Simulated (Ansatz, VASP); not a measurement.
**Ca: VASP beside Ansatz**

INCAR

```
ALGO = Normal
EDIFF = 1E-7
ENCUT = 520
GGA = PS
ISIF = 2
ISMEAR = -1
LASPH = T
LCHARG = F
LREAL = F
LWAVE = F
NBANDS = 17
NELM = 60
PREC = Accurate
SIGMA = 0.08
```

File KPOINTS:

```
k-points
0
Gamma
  10 10 5
```

The input POSCAR:

```
Ca
1.0
    3.9799995206      0.0000000000      0.0000000000
   -1.9899997603      3.4467806919      0.0000000000
    0.0000000000      0.0000000000      6.5200000000
Ca
2
Direct
    0.3333333333      0.6666666667      0.2500000000
    0.6666666667      0.3333333333      0.7500000000
```

Input for Ansatz:

```yaml
crystal:
  lattice:
    - [3.9799995206, 0.0, 0.0]
    - [-1.9899997603, 3.4467806919, 0.0]
    - [0.0, 0.0, 6.52]
  atoms:
    - { symbol: Ca, position: [0.3333333333, 0.6666666667, 0.25] }
    - { symbol: Ca, position: [0.6666666667, 0.3333333333, 0.75] }
kpoints:
  mp_grid: { grid: [10, 10, 5] }
  band_path:
    path:
      - [0.0, 0.0, 0.0]
      - [0.5, 0.0, 0.0]
      - [0.3333333333, 0.3333333333, 0.0]
      - [0.0, 0.0, 0.0]
      - [0.0, 0.0, 0.5]
      - [0.5, 0.0, 0.5]
      - [0.3333333333, 0.3333333333, 0.5]
      - [0.0, 0.0, 0.5]
      - [0.5, 0.0, 0.5]
    npoints: 5
scf:
  occupations: { method: fermi_dirac, width: 0.08 }
hamiltonian:
  xc: pbesol
  pseudopotentials: { kind: all_electron, lapw: { basis_error: 0.00025 } }
output:
  forces: true
  stress: true
  eigenvalues: true
```

Alike in both runs: task single point; functional PBEsol; k mesh 10 × 10 × 5; occupations fermi-dirac, width 0.08 eV; no spin polarisation.

|  | VASP | Ansatz |
| --- | --- | --- |
| version | VASP 6.6.1 | Ansatz 0.2.0 |
| potentials or method | VASP PAW PBE potentials, release 64 (Ca_sv), cutoff 520 eV | all-electron LAPW, scalar-relativistic |

```tsv
	VASP	Ansatz	Ansatz less VASP
pressure (GPa)	-1.4	-1.4	-0.01
traceless stress, the component that is largest in VASP (GPa)	0.14	0.14	-0.002
```

VASP's potentials were made for PBE, not for PBEsol. Ansatz ran all-electron here, and VASP with PAW potentials.
